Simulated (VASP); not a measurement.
# ZnS in VASP: settings compared

ZnS is run at these levels: PBE+D4, PBE+D3(BJ), revPBE+D3(BJ); tasks: single point, relaxation of cell and atoms.

Everything below comes from runs of VASP 6.6.1. Logs are shortened: lines on timing, memory, paths and dates and some standing lists are left out, and cuts for length are marked.

## (1) The cell of the first run

The typed cell holds 2 atoms: a = 3.801 Å, b = 3.801 Å, c = 3.801 Å, α = 60.03°, β = 60.03°, γ = 60.03°.

## (2) Single point, PBE+D4

File INCAR:

```
ALGO = Normal ; EDIFF = 1E-6
ENCUT = 520 ; GGA = PE
ISIF = 2 ; ISMEAR = 0
ISYM = 0 ; IVDW = 13
LASPH = T ; LCHARG = F
LREAL = F ; LWAVE = F
NBANDS = 16 ; NELM = 60
PREC = Accurate ; SIGMA = 0.01
```

File KPOINTS:

```
Automatic mesh
0
Gamma
  6 6 6
  0.5 0.5 0.5
```

File POSCAR:

```
ZnS
1.0
   -0.0011835407      2.6879885235      2.6879885235
    2.6879885235     -0.0011835407      2.6879885235
    2.6879885235      2.6879885235     -0.0011835407
Zn S
1 1
Direct
    0.2500276703      0.2500276703      0.2500276703
   -0.0000276703     -0.0000276703     -0.0000276703
```

Potentials or basis: VASP PAW PBE potentials, release 64 (Zn, S).

The run is started by

```console
cat potpaw_PBE.64/Zn/POTCAR potpaw_PBE.64/S/POTCAR > POTCAR
mpirun -np 1 vasp_std > vasp.out
```

OUTCAR:

```text
EDIFF = 1E-6
   ENCUT = 520
   GGA = PE
   ISIF = 2
   ISMEAR = 0
   ISYM = 0
   IVDW = 13
   LASPH = T
   LREAL = F
   NELM = 60
   PREC = Accurate

 ion  position               nearest neighbor table
   1  0.250  0.250  0.250-   2 2.33   2 2.33   2 2.33   2 2.33
   2  1.000  1.000  1.000-   1 2.33   1 2.33   1 2.33   1 2.33

IMPORTANT INFORMATION: All symmetrisations will be switched off!
NOSYMM: (Re-)initialisation of all symmetry stuff for point group C_1.

----------------------------------------------------------------------------------------

                                     Primitive cell

  volume of cell :      38.8686

  direct lattice vectors                    reciprocal lattice vectors
    -0.001183541  2.687988524  2.687988524    -0.185889890  0.185971775  0.185971775
     2.687988524 -0.001183541  2.687988524     0.185971775 -0.185889890  0.185971775
     2.687988524  2.687988524 -0.001183541     0.185971775  0.185971775 -0.185889890

  length of vectors
     3.801390010  3.801390010  3.801390010     0.322065293  0.322065293  0.322065293

  position of ions in fractional coordinates (direct lattice)
     0.250027670  0.250027670  0.250027670
     0.999972330  0.999972330  0.999972330

  ion indices of the primitive-cell ions
   primitive index   ion index
                 1           1
                 2           2

----------------------------------------------------------------------------------------

 KPOINTS: Automatic mesh

Automatic generation of k-mesh.
 Grid dimensions read from file:
 generate k-points for:    6    6    6

 Generating k-lattice:

  Cartesian coordinates                     Fractional coordinates (reciprocal lattice)
    -0.030981648  0.030995296  0.030995296     0.166666667  0.000000000  0.000000000
     0.030995296 -0.030981648  0.030995296     0.000000000  0.166666667  0.000000000
     0.030995296  0.030995296 -0.030981648     0.000000000  0.000000000  0.166666667

  Length of vectors
     0.053677549  0.053677549  0.053677549

  Shift w.r.t. Gamma in fractional coordinates (k-lattice)
     0.500000000  0.500000000  0.500000000

 Subroutine IBZKPT returns following result:
 ===========================================

 Found    108 irreducible k-points:

 Following reciprocal coordinates:
            Coordinates               Weight
  0.083333  0.083333  0.083333      2.000000
  0.250000  0.083333  0.083333      2.000000
  0.083333  0.250000  0.083333      2.000000
  0.083333  0.083333  0.250000      2.000000
  0.416667  0.083333  0.083333      2.000000
  0.083333  0.416667  0.083333      2.000000
[... 16 lines left out ...]
 -0.250000 -0.416667 -0.083333      2.000000
  0.250000  0.083333  0.416667      2.000000
 [... further k-points ...]
   k-points           NKPTS =    108   k-points in BZ     NKDIM =    108   number of bands    NBANDS=     16
   number of dos      NEDOS =    301   number of ions     NIONS =      2
   total plane-waves  NPLWV =  21952
   dimension x,y,z NGX =    28 NGY =   28 NGZ =   28
   dimension x,y,z NGXF=    56 NGYF=   56 NGZF=   56
   ions per type =               1   1
   NGX,Y,Z   is equivalent  to a cutoff of  12.25, 12.25, 12.25 a.u.
   NGXF,Y,Z  is equivalent  to a cutoff of  24.49, 24.49, 24.49 a.u.
 SYSTEM =  unknown system
   PREC   = accura    normal or accurate (medium, high low for compatibility)
   ISTART =      0    job   : 0-new  1-cont  2-samecut
   ICHARG =      2    charge: 1-file 2-atom 10-const
   ISPIN  =      1    spin polarized calculation?
   LNONCOLLINEAR =      F non collinear calculations
   LSORBIT =      F    spin-orbit coupling
   LASPH  =      T    aspherical Exc in radial PAW
   ENCUT  =  520.0 eV  38.22 Ry    6.18 a.u.   7.07  7.07  7.07*2*pi/ulx,y,z
   NELM   =     60;   NELMIN=  2; NELMDL= -5     # of ELM steps
   EDIFF  = 0.1E-05   stopping-criterion for ELM
   LREAL  =      F    real-space projection
   EDIFFG = 0.1E-04   stopping-criterion for IOM
   NSW    =      0    number of steps for IOM
   IBRION =     -1    ionic relax: 0-MD 1-quasi-New 2-CG
   NFREE  =      0    steps in history (QN), initial steepest desc. (CG)
   ISIF   =      2    stress and relaxation
   ISYM   =      0    0-nonsym 1-usesym 2-fastsym
   POTIM  = 0.5000    time-step for ionic-motion
   TEBEG  =    0.0;   TEEND  =   0.0 temperature during run
   PSTRESS=    0.0 pullay stress
   NELECT =      18.0000    total number of electrons
   NUPDOWN=      -1.0000    fix difference up-down
   EMIN   =  10.00;   EMAX   =-10.00  energy-range for DOS
   EFERMI =   0.00;   METHOD = LEGACY
   ISMEAR =     0;   SIGMA  =   0.01  broadening in eV -4-tet -1-fermi 0-gaus
   EFERMI_NEDOS =   21; number of points for ismear=-14 and -15
   IALGO  =     38    algorithm
   IMIX   =      4    mixing-type and parameters
     AMIX     =   0.40;   BMIX     =  1.00
     AMIX_MAG =   1.60;   BMIX_MAG =  1.00
  volume/ion in A,a.u.               =      19.43       131.15
  Fermi-wavevector in a.u.,A,eV,Ry     =   1.266580  2.393489 21.826810  1.604225
  Thomas-Fermi vector in A             =   2.399773
   LORBIT       =      0    0 simple, 1 ext, 2 COOP (PROOUT), +10 PAW based schemes
   GGA     = PE    functional components
   LHFCALC =     F    Hartree Fock is set to
   AEXX    =    0.0000 exact exchange contribution
   IVDW    =    13    specifies the selected vdW correction
   LEPSILON=     F    determine dielectric tensor
   LRPA    =     F    only Hartree local field effects (RPA)
 non-spin polarized calculation
 Gauss-broadening in eV      SIGMA  =   0.01
  energy-cutoff  :      520.00
  volume of cell :       38.87
 maximum number of plane-waves:      1057
   NGX = 15   NGY = 15   NGZ = 15

 number of electron      18.0000010 magnetization

 Free energy of the ion-electron system (eV)
  ---------------------------------------------------
  ext. energy  EPLUGINS =         0.00000000
  ---------------------------------------------------
  free energy    TOTEN  =        -6.83871638 eV

  energy without entropy =       -6.83871638  energy(sigma->0) =       -6.83871638

 E-fermi :   2.2210     XC(G=0):  -9.7009

 val. band max:        2.1755250811   @ k =   0.0833   0.0833   0.0833
 cond. band min:       4.8920986750   @ k =   0.0833   0.0833   0.0833
 fundamental gap:      2.7165735939
 Fermi energy:         2.2209627852

 k-point     1 :       0.0833    0.0833    0.0833
  band No.  band energies     occupation
      1     -10.9443      2.00000
      2      -4.1535      2.00000
      3      -4.1423      2.00000
      4      -4.1423      2.00000
      5      -3.6373      2.00000
      6      -3.6373      2.00000
[... 8 lines left out ...]
     15      13.6863      0.00000
     16      14.6385      0.00000

 k-point     2 :       0.2500    0.0833    0.0833
  band No.  band energies     occupation
      1     -10.6788      2.00000
      2      -4.1432      2.00000
      3      -4.1015      2.00000
      4      -4.0865      2.00000
      5      -3.6504      2.00000
      6      -3.6254      2.00000
[... 8 lines left out ...]
     15      13.5976      0.00000
     16      15.5338      0.00000

 k-point     3 :       0.0833    0.2500    0.0833
  band No.  band energies     occupation
      1     -10.6788      2.00000
      2      -4.1432      2.00000
      3      -4.1015      2.00000
      4      -4.0865      2.00000
      5      -3.6504      2.00000
      6      -3.6254      2.00000
[... 8 lines left out ...]
     15      13.5976      0.00000
     16      15.5338      0.00000

 k-point     4 :       0.0833    0.0833    0.2500
  band No.  band energies     occupation
      1     -10.6788      2.00000
      2      -4.1432      2.00000
      3      -4.1015      2.00000
      4      -4.0865      2.00000
      5      -3.6504      2.00000
      6      -3.6254      2.00000
[... 8 lines left out ...]
     15      13.5976      0.00000
     16      15.5338      0.00000

 k-point     5 :       0.4167    0.0833    0.0833
  band No.  band energies     occupation
      1     -10.2111      2.00000
      2      -4.0429      2.00000
      3      -4.0400      2.00000
      4      -3.9224      2.00000
      5      -3.6341      2.00000
      6      -3.6007      2.00000
[... 8 lines left out ...]
     15      14.5416      0.00000
     16      15.2470      0.00000

 k-point     6 :       0.0833    0.4167    0.0833
  band No.  band energies     occupation
      1     -10.2111      2.00000
      2      -4.0429      2.00000
      3      -4.0400      2.00000
      4      -3.9224      2.00000
      5      -3.6341      2.00000
      6      -3.6007      2.00000
[... 8 lines left out ...]
     15      14.5416      0.00000
     16      15.2470      0.00000
[... 267 lines left out ...]
 k-point    21 :      -0.4167   -0.0833   -0.2500
  band No.  band energies     occupation
      1     -10.1659      2.00000
      2      -4.1215      2.00000
      3      -3.9824      2.00000
      4      -3.9349      2.00000
      5      -3.6408      2.00000
      6      -3.5881      2.00000
[... 8 lines left out ...]
     15      15.6247      0.00000
     16      17.1661      0.00000

 k-point    22 :       0.0833    0.4167    0.2500
  band No.  band energies     occupation
      1     -10.1659      2.00000
      2      -4.1215      2.00000
      3      -3.9824      2.00000
      4      -3.9349      2.00000
      5      -3.6408      2.00000
      6      -3.5881      2.00000
[... 8 lines left out ...]
     15      15.6247      0.00000
     16      17.1661      0.00000

 k-point    23 :      -0.2500   -0.4167   -0.0833
  band No.  band energies     occupation
      1     -10.1659      2.00000
      2      -4.1215      2.00000
      3      -3.9824      2.00000
      4      -3.9349      2.00000
      5      -3.6408      2.00000
      6      -3.5881      2.00000
[... 8 lines left out ...]
     15      15.6247      0.00000
     16      17.1661      0.00000

 k-point    24 :       0.2500    0.0833    0.4167
  band No.  band energies     occupation
      1     -10.1659      2.00000
      2      -4.1215      2.00000
      3      -3.9824      2.00000
      4      -3.9349      2.00000
      5      -3.6408      2.00000
      6      -3.5881      2.00000
[... 8 lines left out ...]
     15      15.6247      0.00000
     16      17.1661      0.00000

 [... further k-points ...]

------------------------ aborting loop because EDIFF is reached ----------------------------------------

  DFT-D4 for vdW energy calculation

  Edisp (eV):   -0.62161

  FORCE on cell =-STRESS in cart. coord.  units (eV):
  Direction    XX          YY          ZZ          XY          YZ          ZX
  --------------------------------------------------------------------------------------
  -------------------------------------------------------------------------------------
  Total       0.04789     0.04789     0.04789     0.00005     0.00005     0.00005
  in kB       1.97406     1.97406     1.97399     0.00210     0.00214     0.00189
  external pressure =        1.97 kB  Pullay stress =        0.00 kB

 VOLUME and BASIS-vectors are now :
 -----------------------------------------------------------------------------
  energy-cutoff  :      520.00
  volume of cell :       38.87
      direct lattice vectors                 reciprocal lattice vectors
    -0.001183541  2.687988524  2.687988524    -0.185889890  0.185971775  0.185971775
     2.687988524 -0.001183541  2.687988524     0.185971775 -0.185889890  0.185971775
     2.687988524  2.687988524 -0.001183541     0.185971775  0.185971775 -0.185889890

 POSITION                                       TOTAL-FORCE (eV/Angst)
 -----------------------------------------------------------------------------------
      1.34385      1.34385      1.34385        -0.000266     -0.000264     -0.000263
      5.37464      5.37464      5.37464         0.000266      0.000264      0.000263
 -----------------------------------------------------------------------------------
    total drift:                               -0.000013     -0.000013     -0.000008

  FREE ENERGIE OF THE ION-ELECTRON SYSTEM (eV)
  ---------------------------------------------------
  free  energy   TOTEN  =        -7.4603304294 eV

  energy  without entropy=       -7.4603304294  energy(sigma->0) =       -7.46033043
```

It took 28 s on 1 thread of AMD EPYC 9R45 (Zen 5), shared host; peak memory 0.17 GiB.

What came out:

| Quantity | Value |
| --- | --- |
| Free energy | -7.4603 eV |
| Pressure | 0.2 GPa |
| Band gap on the k mesh | 2.72 eV |
| Dispersion energy per atom | -0.311 eV |

Caveat: a shifted mesh leaves out Γ, where band edges can lie. A hybrid or GW would open this gap; PBE tends to underestimate it.

## (3) Relaxation of cell and atoms, PBE+D3(BJ)

This run uses another cell than the first one, of 19.73 Å³/atom.

File INCAR:

```
SYSTEM = ZnS
ALGO     = Normal         ! electronic algorithm
EDIFF    = 1E-6           ! SCF threshold, eV
EDIFFG   = -0.01          ! ionic threshold
ENCUT    = 600            ! plane-wave cutoff, eV
GGA      = PE             ! functional
IBRION   = 2              ! ionic algorithm
ISIF     = 3              ! what is computed and relaxed
ISMEAR   = 0              ! smearing method
ISYM     = 0            
IVDW     = 12             ! dispersion correction
LASPH    = .True.         ! aspherical terms in the spheres
LCHARG   = .False.        ! write CHGCAR
LREAL    = .False.        ! projectors in reciprocal space
LWAVE    = .False.        ! write WAVECAR
NELM     = 60             ! most SCF steps
NSW      = 80             ! ionic steps
PREC     = Accurate       ! precision mode
SIGMA    = 0.01           ! smearing width, eV
```

KPOINTS is that of step 2.

File POSCAR:

```
ZnS
1.0
    0.0000000000      2.7020000000      2.7020000000
    2.7020000000      0.0000000000      2.7020000000
    2.7020000000      2.7020000000      0.0000000000
Zn S
1 1
Direct
    0.2500000000      0.2500000000      0.2500000000
    0.0000000000      0.0000000000      0.0000000000
```

Potentials or basis: VASP PAW PBE potentials, release 64 (Zn, S).

The run is started by

```console
cat potpaw_PBE.64/Zn/POTCAR potpaw_PBE.64/S/POTCAR > POTCAR
mpirun -np 1 vasp_std > vasp.out
```

Run time: 3.7 min. Hardware: 1 thread of AMD EPYC 9R45 (Zen 5), shared host; peak memory 0.4 GiB.

Results (log left out):

| Property | Result |
| --- | --- |
| Free energy | -7.4655 eV |
| Relaxed volume | 19.46 Å³/atom |
| Relaxed cell | a = 3.804 Å, b = 3.804 Å, c = 3.804 Å, α = 60.00°, β = 60.00°, γ = 60.00° |
| Space group after relaxing (to 0.1 Å) | F-43m (No. 216) |
| Energy gained by relaxing | 0.8 meV/atom |
| Ionic steps | 3 |
| Pressure after relaxing | 0.0 GPa |
| Band gap on the k mesh | 2.71 eV |
| Dispersion energy per atom | -0.313 eV |

Step by step:
| step | energy change (eV) | largest force (eV/Å) | pressure (GPa) | volume (Å³) |
| --- | --- | --- | --- | --- |
| 1 | 0.0000 | 0.0000 | -0.98 | 39.45 |
| 2 | -0.0016 | 0.0000 | 0.31 | 38.77 |
| 3 | -0.0017 | 0.0000 | 0.04 | 38.92 |

Final structure:
```cif
data_structure
_symmetry_space_group_name_H-M 'P 1'
_symmetry_Int_Tables_number 1
_cell_length_a 3.8038
_cell_length_b 3.8038
_cell_length_c 3.8038
_cell_angle_alpha 60.000
_cell_angle_beta 60.000
_cell_angle_gamma 60.000
_cell_volume 38.92
loop_
_atom_site_label
_atom_site_type_symbol
_atom_site_fract_x
_atom_site_fract_y
_atom_site_fract_z
_atom_site_occupancy
Zn1 Zn 0.25000 0.25000 0.25000 1
S1 S 0.00000 0.00000 0.00000 1
```

Levels at points of the mesh, in eV from the valence-band top:
```csv
k point,band 5,band 6,band 7,band 8,band 9,band 10,band 11,band 12,band 13
"(0.08, 0.08, 0.08)",-5.81,-5.81,-0.52,0.00,0.00,2.71,6.39,6.58,6.58
```

Caveat: a shifted mesh leaves out Γ, where band edges can lie.

## (4) Relaxation of cell and atoms, revPBE+D3(BJ)

This run uses another cell than the first one, of 19.73 Å³/atom.

File INCAR:

```
ALGO     = Normal         # electronic algorithm
EDIFF    = 1E-6           # SCF threshold, eV
EDIFFG   = -0.01          # ionic threshold
ENCUT    = 600            # plane-wave cutoff, eV
GGA      = RE             # functional
IBRION   = 2              # ionic algorithm
ISIF     = 3              # what is computed and relaxed
ISMEAR   = 0              # smearing method
ISYM     = 0            
IVDW     = 12             # dispersion correction
LASPH    = True           # aspherical terms in the spheres
LCHARG   = False          # write CHGCAR
LREAL    = False          # projectors in reciprocal space
LWAVE    = False          # write WAVECAR
NELM     = 100            # most SCF steps
NSW      = 80             # ionic steps
PREC     = Accurate       # precision mode
SIGMA    = 0.01           # smearing width, eV
```

KPOINTS is that of step 3.

POSCAR is that of step 3.

The run is started by

```console
cat potpaw_PBE.64/Zn/POTCAR potpaw_PBE.64/S/POTCAR > POTCAR
mpirun -np 1 vasp_std > vasp.out
```

Wall time 4.1 min (1 thread of AMD EPYC 9R45 (Zen 5), shared host); peak memory 0.4 GiB.

Results (log left out):

| Quantity | Value |
| --- | --- |
| Free energy | -7.4768 eV |
| Relaxed volume | 19.19 Å³/atom |
| Relaxed cell | a = 3.787 Å, b = 3.787 Å, c = 3.787 Å, α = 60.00°, β = 60.00°, γ = 60.00° |
| Space group after relaxing (to 0.1 Å) | F-43m (No. 216) |
| Energy gained by relaxing | 3.5 meV/atom |
| Ionic steps | 3 |
| Pressure after relaxing | -0.1 GPa |
| Band gap on the k mesh | 2.88 eV |
| Dispersion energy per atom | -0.623 eV |

Step by step:
```csv
step,energy change (eV),largest force (eV/Å),pressure (GPa),volume (Å³)
1,0.0000,0.0000,-2.03,39.45
2,-0.0062,0.0000,0.77,38.05
3,-0.0069,0.0000,-0.08,38.39
```

Final structure:
```
Zn S
1.0
     0.00000    2.67747    2.67747
     2.67747    0.00000    2.67747
     2.67747    2.67747    0.00000
Zn S
1 1
Cartesian
  1.3387 1.3387 1.3387
  2.6775 5.3549 2.6775
```

Levels at points of the mesh, in eV from the valence-band top:
```csv
k point,band 7,band 8,band 9,band 10,band 11,band 12
"(0.08, 0.08, 0.08)",-0.51,0.00,0.00,2.88,6.43,6.61
```

Caveat: the PAW data sets were made with another functional, which shifts forces and pressure a little; a shifted mesh leaves out Γ, where band edges can lie. A k mesh can miss the band edges.

## (5) Relaxation of cell and atoms, PBE+D4

This run uses another cell than the first one, of 19.73 Å³/atom.

File INCAR:

```
SYSTEM = ZnS
ALGO = Normal
EDIFF = 1E-7
EDIFFG = -0.01
ENCUT = 600
GGA = PE
IBRION = 2
ISIF = 3
ISMEAR = 0
ISYM = 0
IVDW = 13
LASPH = .TRUE.
LCHARG = .FALSE.
LREAL = .FALSE.
LWAVE = .FALSE.
NELM = 60
NSW = 80
PREC = Accurate
SIGMA = 0.01
```

KPOINTS is that of step 4.

POSCAR is that of step 4.

The run is started by

```console
cat potpaw_PBE.64/Zn/POTCAR potpaw_PBE.64/S/POTCAR > POTCAR
mpirun -np 1 vasp_std > vasp.out
```

Wall time 4.5 min (1 thread of AMD EPYC 9R45 (Zen 5), shared host); peak memory 0.39 GiB.

It converged, with:

* Free energy: -7.4605 eV
* Relaxed volume: 19.48 Å³/atom
* Relaxed cell: a = 3.805 Å, b = 3.805 Å, c = 3.805 Å, α = 60.00°, β = 60.00°, γ = 60.00°
* Space group after relaxing (to 0.1 Å): F-43m (No. 216)
* Energy gained by relaxing: 0.7 meV/atom
* Ionic steps: 3
* Pressure after relaxing: 0.0 GPa
* Band gap on the k mesh: 2.71 eV
* Dispersion energy per atom: -0.310 eV

The path:
```tsv
step	energy change (eV)	largest force (eV/Å)	pressure (GPa)	volume (Å³)
1	0.0000	0.0000	-0.92	39.45
2	-0.0013	0.0000	0.31	38.81
3	-0.0014	0.0000	0.01	38.96
```

Final structure:
```
CELL_PARAMETERS angstrom
0.00000 2.69079 2.69079
2.69079 0.00000 2.69079
2.69079 2.69079 0.00000
ATOMIC_POSITIONS crystal
Zn 0.25000 0.25000 0.25000
S 0.00000 0.00000 0.00000
```

Levels at points of the mesh, in eV from the valence-band top:
```tsv
k point	band 7	band 8	band 9	band 10	band 11	band 12
(0.08, 0.08, 0.08)	-0.52	0.00	0.00	2.71	6.39	6.58
```

Caveat: a shifted mesh leaves out Γ, where band edges can lie.

## (6) The runs side by side

```csv
task,level,cell,cutoff (eV),gap on the mesh (eV),pressure (GPa),relaxed volume (Å³/atom)
single point,PBE+D4,"a = 3.801 Å, angles 60.0°, 2 atoms",520,2.72,0.2,-
relaxation of cell and atoms,PBE+D3(BJ),"relaxed from a = 3.821 Å, angles 60.0°, 2 atoms",600,2.71,0.0,19.46
relaxation of cell and atoms,revPBE+D3(BJ),"relaxed from a = 3.821 Å, angles 60.0°, 2 atoms",600,2.88,-0.1,19.19
relaxation of cell and atoms,PBE+D4,"relaxed from a = 3.821 Å, angles 60.0°, 2 atoms",600,2.71,0.0,19.48
```

Alike in all rows: potentials or basis VASP PAW PBE potentials, release 64 (Zn, S); no spin polarisation; k mesh 6 × 6 × 6, shifted; smearing gaussian 0.01 eV.

Caveats: a shifted mesh leaves out Γ, where band edges can lie; the PAW data sets were made with another functional, which shifts forces and pressure a little (at least some runs).

Total energies depend on the potentials used, so only differences within one code and one set of settings carry meaning.
